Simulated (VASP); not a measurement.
# As (R-3m) in VASP: single point with PBEsol

Aim: the single point of As with PBEsol.

All numbers are computed with VASP 6.6.1; they aren't measurements. Logs are shortened: lines on timing, memory, paths and dates and some standing lists are left out, and cuts for length are marked.

### Step 1. The cell of the first run

Symmetry: R-3m, No. 166, trigonal system. The conventional cell has a = 3.762 Å, b = 3.762 Å, c = 10.542 Å, α = 90.00°, β = 90.00°, γ = 120.00°. As (site symmetry 3m) has 6 As at 2.51 to 3.14 Å within 3.3 Å.

### Step 2. Single point, PBEsol

Contents of POSCAR:

```
As
1.0
    1.8807968987      1.0858785957      3.5140619945
   -1.8807968987      1.0858785957      3.5140619945
    0.0000000000     -2.1717571915      3.5140619945
As
2
Direct
    0.2260000000      0.2260000000      0.2260000000
    0.7740000000      0.7740000000      0.7740000000
```

Contents of INCAR.step1:

```
PREC     = Accurate       # precision mode
ENCUT    = 400            # plane-wave cutoff, eV
EDIFF    = 1E-6           # SCF threshold, eV
ISMEAR   = -1             # smearing method
SIGMA    = 0.05           # smearing width, eV
LREAL    = False          # projectors in reciprocal space
LASPH    = True           # aspherical terms in the spheres
NELM     = 120            # most SCF steps
ALGO     = Normal         # electronic algorithm
ISIF     = 2              # what is computed and relaxed
LWAVE    = False          # write WAVECAR
LCHARG   = True           # write CHGCAR
GGA      = PS             # functional
NBANDS   = 22             # bands
GGA_COMPAT= False        
NEDOS    = 2001           # points of the DOS
LORBIT   = 11             # projections on sites
```

Contents of KPOINTS.step1:

```
Automatic mesh
0
Gamma
  8 8 8
```

Contents of INCAR.step2:

```
PREC     = Accurate       # precision mode
ENCUT    = 400            # plane-wave cutoff, eV
EDIFF    = 1E-6           # SCF threshold, eV
ISMEAR   = -5             # smearing method
SIGMA    = 0.05           # smearing width, eV
LREAL    = False          # projectors in reciprocal space
LASPH    = True           # aspherical terms in the spheres
NELM     = 120            # most SCF steps
ALGO     = Normal         # electronic algorithm
ISIF     = 2              # what is computed and relaxed
LWAVE    = False          # write WAVECAR
LCHARG   = False          # write CHGCAR
GGA      = PS             # functional
LORBIT   = 10             # projections on sites
NBANDS   = 22             # bands
NEDOS    = 1001           # points of the DOS
ICHARG   = 11             # starting density
GGA_COMPAT= False
```

Contents of KPOINTS.step2:

```
Automatic mesh
0
Gamma
  12 12 12
```

Potentials or basis: VASP PAW PBE potentials, release 64 (As_d).

Started as:

```bash
> cat potpaw_PBE.64/As_d/POTCAR > POTCAR
> cp INCAR.step1 INCAR
> cp KPOINTS.step1 KPOINTS
> mpirun -np 1 vasp_std > vasp.out
> cp INCAR.step2 INCAR
> cp KPOINTS.step2 KPOINTS
> mpirun -np 1 vasp_std > vasp.out
```

OUTCAR:

```text
PREC = Accurate
   ENCUT = 400
   EDIFF = 1E-6
   ISMEAR = -5
   LREAL = False
   LASPH = True
   NELM = 120
   ISIF = 2
   GGA = PS
   LORBIT = 10
   ICHARG = 11

 ion  position               nearest neighbor table
   1  0.226  0.226  0.226-   2 2.51   2 2.51   2 2.51
   2  0.774  0.774  0.774-   1 2.51   1 2.51   1 2.51

  LATTYP: Found a trigonal (rhomboedric) cell.
 ALAT       =     4.1310000000
 COS(alpha) =     0.5854247172

  Lattice vectors:

 A1 = (   1.8807968987,   1.0858785957,   3.5140619945)
 A2 = (  -1.8807968987,   1.0858785957,   3.5140619945)
 A3 = (   0.0000000000,  -2.1717571915,   3.5140619945)

Analysis of symmetry for initial positions (statically):
=====================================================================
 Subroutine PRICEL returns:
 Original cell was already a primitive cell.

 Routine SETGRP: Setting up the symmetry group for a
 trigonal (rhombohedral) supercell.

 Subroutine GETGRP returns: Found 12 space group operations
 (whereof 12 operations were pure point group operations)
 out of a pool of 12 trial point group operations.

The static configuration has the point symmetry D_3d.

Analysis of symmetry for dynamics (positions and initial velocities):
=====================================================================
 Subroutine PRICEL returns:
 Original cell was already a primitive cell.

 Routine SETGRP: Setting up the symmetry group for a
 trigonal (rhombohedral) supercell.

 Subroutine GETGRP returns: Found 12 space group operations
 (whereof 12 operations were pure point group operations)
 out of a pool of 12 trial point group operations.

The dynamic configuration has the point symmetry D_3d.

 Subroutine INISYM returns: Found 12 space group operations
 (whereof 12 operations are pure point group operations),
 and found     1 'primitive' translations

----------------------------------------------------------------------------------------

                                     Primitive cell

  volume of cell :      43.0610

  direct lattice vectors                    reciprocal lattice vectors
     1.880796899  1.085878596  3.514061995     0.265844760  0.153485544  0.094856987
    -1.880796899  1.085878596  3.514061995    -0.265844760  0.153485544  0.094856987
     0.000000000 -2.171757191  3.514061995     0.000000000 -0.306971087  0.094856987

  length of vectors
     4.131000000  4.131000000  4.131000000     0.321292852  0.321292852  0.321292852

  position of ions in fractional coordinates (direct lattice)
     0.226000000  0.226000000  0.226000000
     0.774000000  0.774000000  0.774000000

  ion indices of the primitive-cell ions
   primitive index   ion index
                 1           1
                 2           2

----------------------------------------------------------------------------------------

 KPOINTS: Automatic mesh

Automatic generation of k-mesh.
 Grid dimensions read from file:
 generate k-points for:   12   12   12

 Generating k-lattice:

  Cartesian coordinates                     Fractional coordinates (reciprocal lattice)
     0.022153730  0.012790462  0.007904749     0.083333333  0.000000000  0.000000000
    -0.022153730  0.012790462  0.007904749     0.000000000  0.083333333  0.000000000
     0.000000000 -0.025580924  0.007904749     0.000000000  0.000000000  0.083333333

  Length of vectors
     0.026774404  0.026774404  0.026774404

  Shift w.r.t. Gamma in fractional coordinates (k-lattice)
     0.000000000  0.000000000  0.000000000

 TETIRR: Found    864 inequivalent tetrahedra from    10368

 Subroutine IBZKPT returns following result:
 ===========================================

 Found    189 irreducible k-points:

 Following reciprocal coordinates:
            Coordinates               Weight
  0.000000  0.000000  0.000000      1.000000
  0.083333  0.000000  0.000000      6.000000
  0.166667 -0.000000 -0.000000      6.000000
  0.250000  0.000000  0.000000      6.000000
  0.333333 -0.000000 -0.000000      6.000000
  0.416667 -0.000000 -0.000000      6.000000
[... 16 lines left out ...]
  0.500000  0.166667  0.000000     12.000000
 -0.416667  0.166667  0.000000     12.000000
 [... further k-points ...]
   k-points           NKPTS =    189   k-points in BZ     NKDIM =    189   number of bands    NBANDS=     22
   number of dos      NEDOS =   1001   number of ions     NIONS =      2
   total plane-waves  NPLWV =  21952
   dimension x,y,z NGX =    28 NGY =   28 NGZ =   28
   dimension x,y,z NGXF=    56 NGYF=   56 NGZF=   56
   ions per type =               2
   NGX,Y,Z   is equivalent  to a cutoff of  11.27, 11.27, 11.27 a.u.
   NGXF,Y,Z  is equivalent  to a cutoff of  22.54, 22.54, 22.54 a.u.
 SYSTEM =  unknown system
   PREC   = accura    normal or accurate (medium, high low for compatibility)
   ISTART =      0    job   : 0-new  1-cont  2-samecut
   ICHARG =     11    charge: 1-file 2-atom 10-const
   ISPIN  =      1    spin polarized calculation?
   LNONCOLLINEAR =      F non collinear calculations
   LSORBIT =      F    spin-orbit coupling
   LASPH  =      T    aspherical Exc in radial PAW
   ENCUT  =  400.0 eV  29.40 Ry    5.42 a.u.   6.74  6.74  6.74*2*pi/ulx,y,z
   NELM   =    120;   NELMIN=  2; NELMDL=  0     # of ELM steps
   EDIFF  = 0.1E-05   stopping-criterion for ELM
   LREAL  =      F    real-space projection
   EDIFFG = 0.1E-04   stopping-criterion for IOM
   NSW    =      0    number of steps for IOM
   IBRION =     -1    ionic relax: 0-MD 1-quasi-New 2-CG
   NFREE  =      0    steps in history (QN), initial steepest desc. (CG)
   ISIF   =      2    stress and relaxation
   ISYM   =      2    0-nonsym 1-usesym 2-fastsym
   POTIM  = 0.5000    time-step for ionic-motion
   TEBEG  =    0.0;   TEEND  =   0.0 temperature during run
   PSTRESS=    0.0 pullay stress
   NELECT =      30.0000    total number of electrons
   NUPDOWN=      -1.0000    fix difference up-down
   EMIN   =  10.00;   EMAX   =-10.00  energy-range for DOS
   EFERMI =   0.00;   METHOD = LEGACY
   ISMEAR =    -5;   SIGMA  =   0.05  broadening in eV -4-tet -1-fermi 0-gaus
   EFERMI_NEDOS =   21; number of points for ismear=-14 and -15
   IALGO  =     38    algorithm
   IMIX   =      4    mixing-type and parameters
     AMIX     =   0.40;   BMIX     =  1.00
     AMIX_MAG =   1.60;   BMIX_MAG =  1.00
  volume/ion in A,a.u.               =      21.53       145.29
  Fermi-wavevector in a.u.,A,eV,Ry     =   1.451289  2.742539 28.657140  2.106240
  Thomas-Fermi vector in A             =   2.568803
   LORBIT       =     10    0 simple, 1 ext, 2 COOP (PROOUT), +10 PAW based schemes
   GGA     = PS    functional components
   LHFCALC =     F    Hartree Fock is set to
   AEXX    =    0.0000 exact exchange contribution
   IVDW    =     0    specifies the selected vdW correction
   LEPSILON=     F    determine dielectric tensor
   LRPA    =     F    only Hartree local field effects (RPA)
 non-spin polarized calculation
 Fermi weights with tetrahedron method with Bloechl corrections
  energy-cutoff  :      400.00
  volume of cell :       43.06
 maximum number of plane-waves:       794

 number of electron      29.9999990 magnetization

 Free energy of the ion-electron system (eV)
  ---------------------------------------------------
  ext. energy  EPLUGINS =         0.00000000
  ---------------------------------------------------
  free energy    TOTEN  =       -10.23083422 eV

  energy without entropy =      -10.23083422  energy(sigma->0) =      -10.23083422

 E-fermi :   3.6093     XC(G=0): -10.8486

 val. band max:        3.6704888035   @ k =   0.4167   0.2500   0.2500
 cond. band min:       3.2985035852   @ k =   0.5000   0.0000   0.0000
 fundamental gap:     -0.3719852183
 Fermi energy:         3.6092977074

 k-point     1 :       0.0000    0.0000    0.0000
  band No.  band energies     occupation
      1     -32.5482      2.00000
      2     -32.5482      2.00000
      3     -32.5004      2.00000
      4     -32.5004      2.00000
      5     -32.4675      2.00000
      6     -32.4288      2.00000
[... 14 lines left out ...]
     21      11.0212      0.00000
     22      12.4139      0.00000

 k-point     2 :       0.0833    0.0000    0.0000
  band No.  band energies     occupation
      1     -32.5476      2.00000
      2     -32.5462      2.00000
      3     -32.4996      2.00000
      4     -32.4988      2.00000
      5     -32.4669      2.00000
      6     -32.4299      2.00000
[... 14 lines left out ...]
     21      10.4919      0.00000
     22      12.9800      0.00000

 k-point     3 :       0.1667   -0.0000   -0.0000
  band No.  band energies     occupation
      1     -32.5456      2.00000
      2     -32.5403      2.00000
      3     -32.4976      2.00000
      4     -32.4944      2.00000
      5     -32.4655      2.00000
      6     -32.4330      2.00000
[... 14 lines left out ...]
     21      10.5838      0.00000
     22      14.2923      0.00000

 k-point     4 :       0.2500    0.0000    0.0000
  band No.  band energies     occupation
      1     -32.5427      2.00000
      2     -32.5310      2.00000
      3     -32.4946      2.00000
      4     -32.4876      2.00000
      5     -32.4629      2.00000
      6     -32.4378      2.00000
[... 14 lines left out ...]
     21      11.3734      0.00000
     22      15.7500      0.00000

 k-point     5 :       0.3333   -0.0000   -0.0000
  band No.  band energies     occupation
      1     -32.5395      2.00000
      2     -32.5197      2.00000
      3     -32.4911      2.00000
      4     -32.4794      2.00000
      5     -32.4599      2.00000
      6     -32.4441      2.00000
[... 417 lines left out ...]
 k-point    22 :       0.4167    0.1667   -0.0000
  band No.  band energies     occupation
      1     -32.5417      2.00000
      2     -32.5111      2.00000
      3     -32.4875      2.00000
      4     -32.4807      2.00000
      5     -32.4569      2.00000
      6     -32.4507      2.00000
[... 14 lines left out ...]
     21      14.5636      0.00000
     22      14.9199      0.00000

 k-point    23 :       0.5000    0.1667    0.0000
  band No.  band energies     occupation
      1     -32.5400      2.00000
      2     -32.5008      2.00000
      3     -32.4834      2.00000
      4     -32.4749      2.00000
      5     -32.4591      2.00000
      6     -32.4548      2.00000
[... 14 lines left out ...]
     21      14.0190      0.00000
     22      15.3765      0.00000

 k-point    24 :      -0.4167    0.1667    0.0000
  band No.  band energies     occupation
      1     -32.5398      2.00000
      2     -32.4955      2.00000
      3     -32.4800      2.00000
      4     -32.4695      2.00000
      5     -32.4658      2.00000
      6     -32.4621      2.00000
[... 14 lines left out ...]
     21      13.4240      0.00000
     22      15.5650      0.00000

 [... further k-points ...]

------------------------ aborting loop because EDIFF is reached ----------------------------------------

  FORCE on cell =-STRESS in cart. coord.  units (eV):
  Direction    XX          YY          ZZ          XY          YZ          ZX
  --------------------------------------------------------------------------------------
  -------------------------------------------------------------------------------------
  Total        0.2680959      0.2680959     -0.0970783      0.0000000      0.0000000      0.0000000
  in kB        9.9750911      9.9750911     -3.6120101      0.0000000      0.0000000      0.0000000
  external PRESSURE =       5.4460573 kB  Pullay stress =       0.0000000 kB

 VOLUME and BASIS-vectors are now :
 -----------------------------------------------------------------------------
  energy-cutoff  :      400.00
  volume of cell :       43.06
      direct lattice vectors                 reciprocal lattice vectors
     1.880796899  1.085878596  3.514061995     0.265844760  0.153485544  0.094856987
    -1.880796899  1.085878596  3.514061995    -0.265844760  0.153485544  0.094856987
     0.000000000 -2.171757191  3.514061995     0.000000000 -0.306971087  0.094856987

 POSITION                                       TOTAL-FORCE (eV/Angst)
 -----------------------------------------------------------------------------------
      0.00000     -0.00000      2.38253         0.000000     -0.000000      0.364961
      0.00000     -0.00000      8.15965         0.000000      0.000000     -0.364961
 -----------------------------------------------------------------------------------
    total drift:                               -0.000000      0.000000     -0.000000

  FREE ENERGIE OF THE ION-ELECTRON SYSTEM (eV)
  ---------------------------------------------------
  free  energy   TOTEN  =       -10.2308342188 eV

  energy  without entropy=      -10.2308342188  energy(sigma->0) =      -10.23083422

 total charge

# of ion       s       p       d       tot
------------------------------------------
    1        1.535   1.857  10.079  13.470
    2        1.535   1.857  10.079  13.470
--------------------------------------------------
tot          3.070   3.713  20.157  26.940
```

It took 53 s on 1 thread of Intel Xeon 6975P-C (Granite Rapids), shared host; peak memory 0.21 GiB.

What came out:

```yaml
Valence_electrons_inside_the_program's_atomic_spheres: As 13.47
```

Levels at points of the mesh, in eV from the Fermi level:
```
           k point  band 13  band 14  band 15  band 16  band 17  band 18
(0.00, 0.00, 0.00)    -2.43    -1.98    -1.98     1.63     2.95     2.95
(0.50, 0.00, 0.00)    -2.82    -2.75    -0.32    -0.31     0.40     1.46
(0.50, 0.50, 0.00)    -5.93    -4.15    -4.10     1.42     5.53     6.94
(0.50, 0.50, 0.50)    -1.73    -1.73    -0.63     0.83     0.83     1.92
```

Caveat: the PAW data sets were made with another functional, which shifts forces and pressure a little.
